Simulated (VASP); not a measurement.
Rh: single point with r2SCAN

Rh:

```
Rh
1.0
     0.00000    1.90081    1.90081
     1.90081    0.00000    1.90081
     1.90081    1.90081    0.00000
Rh
1
Direct
  0.00000 0.00000 0.00000
```

```yaml
Program: VASP 6.6.1
Task: single point
Functional: r2SCAN
Potentials_or_basis: VASP PAW PBE potentials, release 64 (Rh_pv)
Cutoff: 520 eV
k_mesh: 14 × 14 × 14
Occupations: fermi-dirac, width 0.1 eV
Spin: no spin polarisation
```

```
Pressure : 1.2 GPa
```

Levels at points of the mesh, in eV from the Fermi level:
```tsv
k point	band 5	band 6	band 7	band 8	band 9	band 10
(0.00, 0.00, 0.00)	-3.17	-3.17	-3.17	-1.06	-1.06	16.71
(0.50, 0.00, 0.00)	-3.28	-3.28	0.60	0.60	0.90	9.10
(0.50, 0.50, 0.00)	-6.18	0.53	1.06	1.06	3.49	12.89
```

Wall time 70 s on 1 thread of Intel(R) Xeon(R) Platinum 8259CL CPU @ 2.50GHz (Skylake/Cascade Lake), with other jobs on the host, peak memory 0.14 GiB.

Caveat: the PAW data sets were made with another functional, which shifts forces and pressure a little.
